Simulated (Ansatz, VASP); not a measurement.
**Two plane-wave programs on SnO**

```xyz
4
Lattice="3.8137 0.0000 0.0000 0.0000 3.8137 0.0000 0.0000 0.0000 4.8869" Properties=species:S:1:pos:R:3 pbc="T T T"
Sn    0.0000    1.9068    1.1694
Sn    1.9068    0.0000    3.7175
O     1.9068    1.9068    0.0000
O     0.0000    0.0000    0.0000
```

Alike in both runs: functional PBE; k mesh 9 × 9 × 7; occupations fermi-dirac, width 0.01 eV; no spin polarisation.

Ansatz relaxed the structure, and its values are those at the end. VASP's run is a single point on that final structure, the one shown.

|  | VASP | Ansatz |
| --- | --- | --- |
| version | VASP 6.6.1 | Ansatz 0.2.0 |
| potentials or method | VASP PAW PBE potentials, release 64 (Sn_d, O) | plane-wave PAW, scalar-relativistic |
| plane-wave cutoff (eV) | 520 | 420 |
| valence electrons in the cell | 40 | 40 |

|  | VASP | Ansatz | Ansatz less VASP |
| --- | --- | --- | --- |
| pressure (GPa) | 2.6 | 2.4 | -0.21 |
| rms of the force components (eV/Å) | 0.035 | 0.002 | -0.0334 |

With one functional, cell and mesh, what is left measures potentials, basis and numerics. Ansatz's warnings: stress scf threshold loose.
